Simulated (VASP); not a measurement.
Here is a VASP 6.6.1 calculation.

INCAR

```
PREC = Accurate
ENCUT = 600
EDIFF = 1E-7
ISMEAR = 0
SIGMA = 0.1
LREAL = False
LASPH = True
NELM = 60
ALGO = Fast
ISIF = 3
LWAVE = False
LCHARG = False
GGA = PS
IBRION = 2
NSW = 100
EDIFFG = -0.01
```

File KPOINTS:

```
regular mesh
0
Gamma
  21 21 20
```

File POSCAR:

```
Ga
1.0
    2.8879143029      0.0000000000      0.0000000000
   -1.4439571514      2.5010071502      0.0000000000
    0.0000000000      0.0000000000      2.6983949268
Ga
1
Direct
    0.0000000000      0.0000000000      0.0000000000
```

Potentials or basis: VASP PAW PBE potentials, release 64 (Ga_d).

Command:

```sh
$ cat potpaw_PBE.64/Ga_d/POTCAR > POTCAR
$ mpirun -np 1 vasp_std > vasp.out
```

Problem. Estimate the relaxed cell.

Solution. a = 2.798 Å, b = 2.798 Å, c = 2.674 Å, α = 90.00°, β = 90.00°, γ = 120.00°.

Problem. What does it give for the band gap on the k mesh?

Solution. Zero (an odd number of electrons rules out a gap without spin polarisation).

Problem. Predict the space group after relaxing (to 0.1 Å).

Solution. P6/mmm (No. 191).

The path:
| step | energy change (eV) | largest force (eV/Å) | pressure (GPa) | volume (Å³) |
| --- | --- | --- | --- | --- |
| 1 | 0.0000 | 0.0000 | -3.42 | 19.49 |
| 2 | -0.0156 | 0.0000 | -0.49 | 18.34 |
| 3 | -0.0160 | 0.0000 | 0.00 | 18.17 |
| 4 | -0.0160 | 0.0000 | 0.13 | 18.13 |
| 5 | -0.0165 | 0.0000 | 0.03 | 18.13 |
| 6 | -0.0166 | 0.0000 | 0.01 | 18.13 |
| 7 | -0.0166 | 0.0000 | 0.05 | 18.13 |

Caveat: the PAW data sets were made with another functional, which shifts forces and pressure a little.
